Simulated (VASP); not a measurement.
Write the native input for VASP 6.6.1 that does the following.

```
Task                   : single point
Functional             : RPBE
Potentials or basis    : VASP PAW PBE potentials, release 64 (In_d)
Cutoff                 : 520 eV
k mesh                 : 13 × 13 × 13
Occupations            : fermi-dirac, width 0.1 eV
Spin                   : no spin polarisation
Dipole correction      : no
Further INCAR settings : ALGO = Normal; EDIFF = 1e-06; NBANDS = 12
```

The structure of In lies in POSCAR:

```
In
1.0
   -1.8863976286      1.8863976286      1.8863976286
    1.8863976286     -1.8863976286      1.8863976286
    1.8863976286      1.8863976286     -1.8863976286
In
1
Direct
    0.0000000000      0.0000000000      0.0000000000
```

This cell differs from its parent crystal: volume scaled by 0.92.

The input as run:

INCAR

```
  PREC = Accurate
  ENCUT = 520
  EDIFF = 1E-6
  ISMEAR = -1
  SIGMA = 0.1
  LREAL = False
  LASPH = True
  NELM = 100
  ALGO = Normal
  ISIF = 2
  LWAVE = False
  LCHARG = False
  GGA = RP
  NBANDS = 12
```

KPOINTS

```
Automatic mesh
0
Gamma
  13 13 13
```

Potentials or basis: VASP PAW PBE potentials, release 64 (In_d).

Run with:

```bash
$ cat potpaw_PBE.64/In_d/POTCAR > POTCAR
$ mpirun -np 1 vasp_std > vasp.out
```

Results of the run:

| Property | Result |
| --- | --- |
| Pressure | 2.8 GPa |

Caveat: the PAW data sets were made with another functional, which shifts forces and pressure a little.

Run time: 34 s on 1 thread of AMD EPYC 7R13 (shared host), peak memory 0.12 GiB.
